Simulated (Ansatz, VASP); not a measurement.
Two plane-wave programs on C

INCAR

```
ALGO = Normal ; EDIFF = 1E-6
ENCUT = 520 ; GGA = PS
ISIF = 2 ; ISMEAR = 0
LASPH = True ; LCHARG = False
LREAL = False ; LWAVE = False
NBANDS = 11 ; NELM = 80
PREC = Accurate ; SIGMA = 0.05
```

File KPOINTS:

```
k-points
0
Gamma
  15 15 15
```

The input POSCAR:

```
C
1.0
    1.2894276638      0.7444514088      3.4306861104
   -1.2894276638      0.7444514088      3.4306861104
    0.0000000000     -1.4889028176      3.4306861104
C
2
Direct
    0.1640000000      0.1640000000      0.1640000000
    0.8360000000      0.8360000000      0.8360000000
```

Input for Ansatz:

```yaml
crystal:
  lattice:
    - [1.2894276638, 0.7444514088, 3.4306861104]
    - [-1.2894276638, 0.7444514088, 3.4306861104]
    - [0.0, -1.4889028176, 3.4306861104]
  atoms:
    - { symbol: C, position: [0.164, 0.164, 0.164] }
    - { symbol: C, position: [0.836, 0.836, 0.836] }
basis:
  ecutwfc: 420
kpoints:
  mp_grid: { grid: [15, 15, 15] }
hamiltonian:
  xc: pbesol
scf:
  occupations: { method: gaussian, width: 0.05 }
output:
  forces: true
  stress: true
  eigenvalues: true
```

Change from the starting cell: strain +0.050 along x and y, +0.025 along z, atoms carried along.

Alike in both runs: task single point; functional PBEsol; k mesh 15 × 15 × 15; occupations gaussian, width 0.05 eV; no spin polarisation.

|  | VASP | Ansatz |
| --- | --- | --- |
| version | VASP 6.6.1 | Ansatz 0.2.0 |
| potentials or method | VASP PAW PBE potentials, release 64 (C), cutoff 520 eV | scalar-relativistic, plane waves, PAW |
| valence electrons in the cell | 8 | 8 |

Ansatz gave:

- gap on the k mesh at the Fermi level (eV): 0.70
- least direct gap on the mesh (eV): 0.70
- pressure (GPa): -31.6
- traceless stress, the component that is largest in VASP (GPa): 31.95
- rms of the force components (eV/Å): 0.505

Estimate VASP's values.

gap on the k mesh at the Fermi level (eV): 0.70; least direct gap on the mesh (eV): 0.70; pressure (GPa): -31.2; traceless stress, the component that is largest in VASP (GPa): 31.41; rms of the force components (eV/Å): 0.503.

VASP's potentials were made for PBE, not for PBEsol. Atom by atom the forces differ by 0.002 eV/Å (rms over components). Both programs put the cell under strong tension, so it lies far from rest at this level.

Noted on VASP's run: the cell as given lies far from equilibrium.
